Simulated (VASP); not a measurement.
Set up this calculation in VASP 6.6.1, as the native input.

```
Task                   : single point
Functional             : PBEsol
Potentials or basis    : VASP PAW PBE potentials, release 64 (Mo_sv)
Cutoff                 : 520 eV
k mesh                 : 8 × 8 × 8
Occupations            : gaussian, width 0.1 eV
Spin                   : no spin polarisation
Dipole correction      : no
Further INCAR settings : ALGO = Normal; EDIFF = 1e-07; NBANDS = 13
```

The structure of Mo lies in POSCAR:

```
Mo
1.0
   -1.5316601409      1.5316601409      1.5316601409
    1.5316601409     -1.5316601409      1.5316601409
    1.5316601409      1.5316601409     -1.5316601409
Mo
1
Direct
    0.0000000000      0.0000000000      0.0000000000
```

These files were run (other wordings do the same):

INCAR

```
SYSTEM = Mo
  PREC = Accurate
  ENCUT = 520
  EDIFF = 1E-7
  ISMEAR = 0
  SIGMA = 0.1
  LREAL = .FALSE.
  LASPH = .TRUE.
  NELM = 60
  ALGO = Normal
  ISIF = 2
  LWAVE = .FALSE.
  LCHARG = .TRUE.
  GGA = PS
  LELF = .TRUE.
  LVHAR = .TRUE.
  NBANDS = 13
```

KPOINTS

```
regular mesh
0
G
  8 8 8
  0 0 0
```

Potentials or basis: VASP PAW PBE potentials, release 64 (Mo_sv).

The run is started by

```bash
$ cat potpaw_PBE.64/Mo_sv/POTCAR > POTCAR
$ mpirun -np 1 vasp_std > vasp.out
```

It gave:

* Pressure: 21.4 GPa
* Band gap on the k mesh: zero (band 7 reaches 18.38 eV, above the bottom of band 8 at 12.33 eV)

Caveat: the k points lie up to 0.36 Å⁻¹ apart; the PAW data sets were made with another functional, which shifts forces and pressure a little.

Wall time 4.6 s on 1 thread of AMD EPYC 7R13 Processor (Zen 3) (shared host), peak memory 0.09 GiB.
